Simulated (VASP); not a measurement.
# Pb (Fm-3m) in VASP: notebook

Pb is run at these levels: RPBE+D3(BJ), PBEsol+D3(BJ); tasks: single point.

Everything below comes from runs of VASP 6.6.1. Logs are shortened: lines on timing, memory, paths and dates and some standing lists are left out, and cuts for length are marked.

### Step 1. The cell of the first run

The structure is cubic, space group Fm-3m (No. 225). The conventional cell has a = 4.508 Å, b = 4.508 Å, c = 4.508 Å, α = 90.00°, β = 90.00°, γ = 90.00°. Within 4.2 Å of Pb (site symmetry m-3m) lie 12 Pb at 3.19 Å.

### Step 2. Single point, RPBE+D3(BJ)

File INCAR:

```
  ALGO = Normal
  EDIFF = 1E-6
  ENCUT = 520
  GGA = RP
  ISIF = 2
  ISMEAR = -1
  IVDW = 12
  LASPH = T
  LCHARG = T
  LELF = T
  LREAL = F
  LVHAR = T
  LWAVE = F
  NBANDS = 13
  NELM = 100
  PREC = Accurate
  SIGMA = 0.05
```

File KPOINTS:

```
k-points
0
Gamma
  9 9 9
```

File POSCAR:

```
Pb
1.0
    0.0000000000      2.2541163358      2.2541163358
    2.2541163358      0.0000000000      2.2541163358
    2.2541163358      2.2541163358      0.0000000000
Pb
1
Direct
    0.0000000000      0.0000000000      0.0000000000
```

Potentials or basis: VASP PAW PBE potentials, release 64 (Pb_d).

On the command line:

```bash
$ cat potpaw_PBE.64/Pb_d/POTCAR > POTCAR
$ mpirun -np 1 vasp_std > vasp.out
```

OUTCAR:

```text
EDIFF = 1E-6
   ENCUT = 520
   GGA = RP
   ISIF = 2
   ISMEAR = -1
   IVDW = 12
   LASPH = T
   LREAL = F
   NELM = 100
   PREC = Accurate
 IVDW          = 12

 ion  position               nearest neighbor table
   1  0.000  0.000  0.000-

  LATTYP: Found a face centered cubic cell.
 ALAT       =     4.5082326716

  Lattice vectors:

 A1 = (   0.0000000000,   2.2541163358,   2.2541163358)
 A2 = (   2.2541163358,   0.0000000000,   2.2541163358)
 A3 = (   2.2541163358,   2.2541163358,   0.0000000000)

Analysis of symmetry for initial positions (statically):
[... 5 lines left out ...]
 face centered cubic supercell.

 Subroutine GETGRP returns: Found 48 space group operations
 (whereof 48 operations were pure point group operations)
 out of a pool of 48 trial point group operations.

The static configuration has the point symmetry O_h .

Analysis of symmetry for dynamics (positions and initial velocities):
[... 5 lines left out ...]
 face centered cubic supercell.

 Subroutine GETGRP returns: Found 48 space group operations
 (whereof 48 operations were pure point group operations)
 out of a pool of 48 trial point group operations.

The dynamic configuration has the point symmetry O_h .

 Subroutine INISYM returns: Found 48 space group operations
 (whereof 48 operations are pure point group operations),
 and found     1 'primitive' translations

----------------------------------------------------------------------------------------

                                     Primitive cell

  volume of cell :      22.9065

  direct lattice vectors                    reciprocal lattice vectors
     0.000000000  2.254116336  2.254116336    -0.221816413  0.221816413  0.221816413
     2.254116336  0.000000000  2.254116336     0.221816413 -0.221816413  0.221816413
     2.254116336  2.254116336  0.000000000     0.221816413  0.221816413 -0.221816413

  length of vectors
     3.187801893  3.187801893  3.187801893     0.384197297  0.384197297  0.384197297

  position of ions in fractional coordinates (direct lattice)
     0.000000000  0.000000000  0.000000000

  ion indices of the primitive-cell ions
   primitive index   ion index
                 1           1

----------------------------------------------------------------------------------------

 KPOINTS: k-points

Automatic generation of k-mesh.
 Grid dimensions read from file:
 generate k-points for:    9    9    9

 Generating k-lattice:

  Cartesian coordinates                     Fractional coordinates (reciprocal lattice)
    -0.024646268  0.024646268  0.024646268     0.111111111  0.000000000  0.000000000
     0.024646268 -0.024646268  0.024646268     0.000000000  0.111111111  0.000000000
     0.024646268  0.024646268 -0.024646268     0.000000000  0.000000000  0.111111111

  Length of vectors
     0.042688589  0.042688589  0.042688589

  Shift w.r.t. Gamma in fractional coordinates (k-lattice)
     0.000000000  0.000000000  0.000000000

 Subroutine IBZKPT returns following result:
 ===========================================

 Found     35 irreducible k-points:

 Following reciprocal coordinates:
            Coordinates               Weight
  0.000000  0.000000  0.000000      1.000000
  0.111111  0.000000  0.000000      8.000000
  0.222222  0.000000  0.000000      8.000000
  0.333333  0.000000  0.000000      8.000000
  0.444444  0.000000  0.000000      8.000000
  0.111111  0.111111  0.000000      6.000000
[... 16 lines left out ...]
 -0.333333  0.333333  0.000000     12.000000
  0.444444  0.444444  0.000000      6.000000
 [... further k-points ...]
   k-points           NKPTS =     35   k-points in BZ     NKDIM =     35   number of bands    NBANDS=     13
   number of dos      NEDOS =    301   number of ions     NIONS =      1
   total plane-waves  NPLWV =  13824
   dimension x,y,z NGX =    24 NGY =   24 NGZ =   24
   dimension x,y,z NGXF=    48 NGYF=   48 NGZF=   48
   ions per type =               1
   NGX,Y,Z   is equivalent  to a cutoff of  12.52, 12.52, 12.52 a.u.
   NGXF,Y,Z  is equivalent  to a cutoff of  25.03, 25.03, 25.03 a.u.
 SYSTEM =  unknown system
   PREC   = accura    normal or accurate (medium, high low for compatibility)
   ISTART =      0    job   : 0-new  1-cont  2-samecut
   ICHARG =      2    charge: 1-file 2-atom 10-const
   ISPIN  =      1    spin polarized calculation?
   LNONCOLLINEAR =      F non collinear calculations
   LSORBIT =      F    spin-orbit coupling
   LASPH  =      T    aspherical Exc in radial PAW
   ENCUT  =  520.0 eV  38.22 Ry    6.18 a.u.   5.93  5.93  5.93*2*pi/ulx,y,z
   NELM   =    100;   NELMIN=  2; NELMDL= -5     # of ELM steps
   EDIFF  = 0.1E-05   stopping-criterion for ELM
   LREAL  =      F    real-space projection
   EDIFFG = 0.1E-04   stopping-criterion for IOM
   NSW    =      0    number of steps for IOM
   IBRION =     -1    ionic relax: 0-MD 1-quasi-New 2-CG
   NFREE  =      0    steps in history (QN), initial steepest desc. (CG)
   ISIF   =      2    stress and relaxation
   ISYM   =      2    0-nonsym 1-usesym 2-fastsym
   POTIM  = 0.5000    time-step for ionic-motion
   TEBEG  =    0.0;   TEEND  =   0.0 temperature during run
   PSTRESS=    0.0 pullay stress
   NELECT =      14.0000    total number of electrons
   NUPDOWN=      -1.0000    fix difference up-down
   EMIN   =  10.00;   EMAX   =-10.00  energy-range for DOS
   EFERMI =   0.00;   METHOD = LEGACY
   ISMEAR =    -1;   SIGMA  =   0.05  broadening in eV -4-tet -1-fermi 0-gaus
   EFERMI_NEDOS =   21; number of points for ismear=-14 and -15
   IALGO  =     38    algorithm
   IMIX   =      4    mixing-type and parameters
     AMIX     =   0.40;   BMIX     =  1.00
     AMIX_MAG =   1.60;   BMIX_MAG =  1.00
  volume/ion in A,a.u.               =      22.91       154.58
  Fermi-wavevector in a.u.,A,eV,Ry     =   1.389306  2.625407 26.261566  1.930171
  Thomas-Fermi vector in A             =   2.513349
   LORBIT       =      0    0 simple, 1 ext, 2 COOP (PROOUT), +10 PAW based schemes
   GGA     = RP    functional components
   LHFCALC =     F    Hartree Fock is set to
   AEXX    =    0.0000 exact exchange contribution
   IVDW    =    12    specifies the selected vdW correction
   LEPSILON=     F    determine dielectric tensor
   LRPA    =     F    only Hartree local field effects (RPA)
 non-spin polarized calculation
  energy-cutoff  :      520.00
  volume of cell :       22.91
 maximum number of plane-waves:       628
   NGX = 11   NGY = 11   NGZ = 11

 number of electron      14.0000002 magnetization

 Free energy of the ion-electron system (eV)
  ---------------------------------------------------
  ext. energy  EPLUGINS =         0.00000000
  ---------------------------------------------------
  free energy    TOTEN  =        -2.47757216 eV

  energy without entropy =       -2.47399887  energy(sigma->0) =       -2.47578552

 E-fermi :  11.0082     XC(G=0): -11.5273

 val. band max:       11.0027084443   @ k =  -0.2222   0.2222   0.0000
 cond. band min:      11.6160773211   @ k =  -0.4444   0.3333   0.1111
 fundamental gap:      0.6133688768
 Fermi energy:        11.0081563891

 k-point     1 :       0.0000    0.0000    0.0000
  band No.  band energies     occupation
      1      -6.4854      2.00000
      2      -6.4854      2.00000
      3      -6.4854      2.00000
      4      -6.1698      2.00000
      5      -6.1698      2.00000
      6      -2.9903      2.00000
      7      20.7275      0.00000
      8      20.7830      0.00000
      9      20.7830      0.00000
     10      20.7830      0.00000
     11      25.8556      0.00000
     12      25.8589      0.00000
     13      25.8589      0.00000

 k-point     2 :       0.1111    0.0000    0.0000
  band No.  band energies     occupation
      1      -6.4943      2.00000
      2      -6.4502      2.00000
      3      -6.4502      2.00000
      4      -6.1723      2.00000
      5      -6.1723      2.00000
      6      -2.6752      2.00000
      7      17.7395      0.00000
      8      20.4674      0.00000
      9      20.4674      0.00000
     10      20.7914      0.00000
     11      25.4747      0.00000
     12      26.1820      0.00000
     13      26.1820      0.00000

 k-point     3 :       0.2222    0.0000    0.0000
  band No.  band energies     occupation
      1      -6.5335      2.00000
      2      -6.4084      2.00000
      3      -6.4084      2.00000
      4      -6.1280      2.00000
      5      -6.1280      2.00000
      6      -1.7060      2.00000
      7      13.3771      0.00000
      8      19.7194      0.00000
      9      19.7194      0.00000
     10      20.8028      0.00000
     11      24.3307      0.00000
     12      25.4002      0.00000
     13      25.4002      0.00000
[... 305 lines left out ...]
 k-point    23 :      -0.3333    0.3333    0.0000
  band No.  band energies     occupation
      1      -6.6477      2.00000
      2      -6.3133      2.00000
      3      -6.1994      2.00000
      4      -6.1178      2.00000
      5      -5.9689      2.00000
      6       3.8843      2.00000
      7       8.7154      2.00000
      8       8.8555      2.00000
      9      15.6328      0.00000
     10      18.8563      0.00000
     11      26.8866      0.00000
     12      28.0526      0.00000
     13      28.3654      0.00000

 k-point    24 :       0.4444    0.4444    0.0000
  band No.  band energies     occupation
      1      -6.8647      2.00000
      2      -6.7080      2.00000
      3      -5.9123      2.00000
      4      -5.8330      2.00000
      5      -5.8330      2.00000
      6       3.6954      2.00000
      7       7.7524      2.00000
      8      13.5031      0.00000
      9      13.5031      0.00000
     10      17.5013      0.00000
     11      18.7620      0.00000
     12      30.8316      0.00000
     13      34.1633      0.00000

 [... further k-points ...]

------------------------ aborting loop because EDIFF is reached ----------------------------------------

 Edisp (eV)   -3.65522

 E8    (eV) :    -2.6831

  FORCE on cell =-STRESS in cart. coord.  units (eV):
  Direction    XX          YY          ZZ          XY          YZ          ZX
  --------------------------------------------------------------------------------------
  -------------------------------------------------------------------------------------
  Total      -0.01957    -0.01957    -0.01957     0.00000     0.00000    -0.00000
  in kB      -1.36907    -1.36907    -1.36907     0.00000     0.00000    -0.00000
  external pressure =       -1.37 kB  Pullay stress =        0.00 kB

 VOLUME and BASIS-vectors are now :
 -----------------------------------------------------------------------------
  energy-cutoff  :      520.00
  volume of cell :       22.91
      direct lattice vectors                 reciprocal lattice vectors
     0.000000000  2.254116336  2.254116336    -0.221816413  0.221816413  0.221816413
     2.254116336  0.000000000  2.254116336     0.221816413 -0.221816413  0.221816413
     2.254116336  2.254116336  0.000000000     0.221816413  0.221816413 -0.221816413

 POSITION                                       TOTAL-FORCE (eV/Angst)
 -----------------------------------------------------------------------------------
      0.00000      0.00000      0.00000         0.000000      0.000000      0.000000
 -----------------------------------------------------------------------------------
    total drift:                               -0.000000     -0.000000     -0.000000

  FREE ENERGIE OF THE ION-ELECTRON SYSTEM (eV)
  ---------------------------------------------------
  free  energy   TOTEN  =        -6.1327921046 eV

  energy  without entropy=       -6.1292188106  energy(sigma->0) =       -6.13100546
```

Wall time 5.8 s (1 thread of AMD EPYC 9R45 (Zen 5), shared host); peak memory 0.12 GiB.

What came out:

| Quantity | Value |
| --- | --- |
| Free energy | -6.1328 eV |
| Pressure | -0.1 GPa |
| Band gap on the k mesh | zero (band 7 reaches 20.73 eV, above the bottom of band 8 at 8.86 eV) |
| Dispersion energy per atom | -3.655 eV |

Levels at points of the mesh, in eV from the Fermi level:
```
           k point  band 3  band 4  band 5  band 6  band 7  band 8  band 9  band 10  band 11  band 12
(0.00, 0.00, 0.00)  -17.49  -17.18  -17.18  -14.00    9.72    9.77    9.77     9.77    14.85    14.85
```

Caveat: the PAW data sets were made with another functional, which shifts forces and pressure a little; spin-orbit coupling is left out, which moves the levels of the heavy elements; pairwise dispersion overbinds metals, which lowers pressure and volume.

### Step 3. Single point, PBEsol+D3(BJ)

This run uses another cell than the first one, of 28.50 Å³/atom, 1.244 times its volume.

File INCAR:

```
PREC = Accurate ; ENCUT = 520
EDIFF = 1E-6 ; ISMEAR = -1
SIGMA = 0.05 ; LREAL = False
LASPH = True ; NELM = 100
ALGO = Normal ; ISIF = 2
LWAVE = False ; LCHARG = False
GGA = PS ; IVDW = 12
NBANDS = 13
```

File KPOINTS:

```
regular mesh
0
Gamma
  9 9 9
```

File POSCAR:

```
Pb
1.0
    0.0000000000      2.4245423102      2.4245423102
    2.4245423102      0.0000000000      2.4245423102
    2.4245423102      2.4245423102      0.0000000000
Pb
1
Direct
    0.0000000000      0.0000000000      0.0000000000
```

Potentials or basis: VASP PAW PBE potentials, release 64 (Pb_d).

On the command line:

```bash
$ cat potpaw_PBE.64/Pb_d/POTCAR > POTCAR
$ mpirun -np 1 vasp_std > vasp.out
```

Wall time 7.6 s (1 thread of AMD EPYC 9R45 (Zen 5), shared host); peak memory 0.14 GiB.

It converged, with:

* Free energy: -4.4770 eV
* Pressure: -0.1 GPa
* Band gap on the k mesh: zero (band 7 reaches 15.72 eV, above the bottom of band 8 at 6.12 eV)
* Dispersion energy per atom: -0.471 eV

Levels at points of the mesh, in eV from the Fermi level:
```tsv
k point	band 4	band 5	band 6	band 7	band 8	band 9	band 10	band 11
(0.00, 0.00, 0.00)	-16.68	-16.68	-12.02	8.09	8.09	8.09	9.98	12.30
```

Caveat: the PAW data sets were made with another functional, which shifts forces and pressure a little; spin-orbit coupling is left out, which moves the levels of the heavy elements; pairwise dispersion overbinds metals, which lowers pressure and volume.
